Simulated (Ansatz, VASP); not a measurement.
Two plane-wave programs on TlOs

Contents of INCAR:

```
PREC     = Accurate       # precision mode
ENCUT    = 520            # plane-wave cutoff, eV
EDIFF    = 1E-8           # SCF threshold, eV
ISMEAR   = -1             # smearing method
SIGMA    = 0.05           # smearing width, eV
LREAL    = False          # projectors in reciprocal space
LASPH    = True           # aspherical terms in the spheres
NELM     = 80             # most SCF steps
ALGO     = Normal         # electronic algorithm
ISIF     = 2              # what is computed and relaxed
LWAVE    = False          # write WAVECAR
LCHARG   = False          # write CHGCAR
GGA      = PE             # functional
LEFG     = True         
NBANDS   = 18             # bands
```

The input KPOINTS:

```
Automatic mesh
0
Gamma
  12 12 12
```

Contents of POSCAR:

```
TlOs
1.0
    1.5374127670     -0.8876256748      4.3915178759
    0.0000000000      1.7752513497      4.3915178759
   -1.5374127670     -0.8876256748      4.3915178759
Os Tl
1 1
Direct
    0.0000000000      0.0000000000      0.0000000000
    0.5000000000      0.5000000000      0.5000000000
```

Input for Ansatz:

```yaml
crystal:
  lattice:
    - [1.537412767, -0.8876256748, 4.3915178759]
    - [0.0, 1.7752513497, 4.3915178759]
    - [-1.537412767, -0.8876256748, 4.3915178759]
  atoms:
    - { symbol: Os, position: [0.0, 0.0, 0.0] }
    - { symbol: Tl, position: [0.5, 0.5, 0.5] }
kpoints:
  mp_grid: { grid: [12, 12, 12] }
  band_path:
    path:
      - [0.0, 0.0, 0.0]
      - [0.5, 0.5, 0.5]
      - [0.8060975956, 0.1939024044, 0.5]
      - [0.5, -0.1939024044, 0.1939024044]
      - [0.5, 0.0, 0.0]
      - [0.0, 0.0, 0.0]
      - [0.3469512022, -0.3469512022, 0.0]
      - [0.6530487978, 0.0, 0.3469512022]
      - [0.5, 0.0, 0.5]
    npoints: 5
scf:
  occupations: { method: fermi_dirac, width: 0.05 }
hamiltonian:
  xc: pbe
  pseudopotentials: { kind: paw }
output:
  forces: true
  stress: true
  eigenvalues: true
  efg: { contact_densities: true }
```

Alike in both runs: task electric field gradients; functional PBE; k mesh 12 × 12 × 12; occupations fermi-dirac, width 0.05 eV; no spin polarisation.

|  | VASP | Ansatz |
| --- | --- | --- |
| version | VASP 6.6.1 | Ansatz 0.2.0 |
| potentials or method | VASP PAW PBE potentials, release 64 (Os, Tl_d) | PAW with Ansatz's default frozen-core files, scalar-relativistic |
| plane-wave cutoff (eV) | 520 | 420 |
| valence electrons in the cell | 21 | 29 |

VASP gave:

| Item | Value |
| --- | --- |
| pressure (GPa) | 4.4 |
| traceless stress, the component that is largest in VASP (GPa) | 1.09 |
| size of Vzz on the site where it differs most (V/Å²) | 125.7 |

Q: Which values does Ansatz return?

A: Pressure (GPa): 4.5; traceless stress, the component that is largest in VASP (GPa): 1.24; size of Vzz on the site where it differs most (V/Å²): 103.9.

VASP's potentials hold 21 valence electrons a cell and Ansatz's 29, so a difference there can come from the potentials and not from the codes.

Spin-orbit coupling is off throughout.
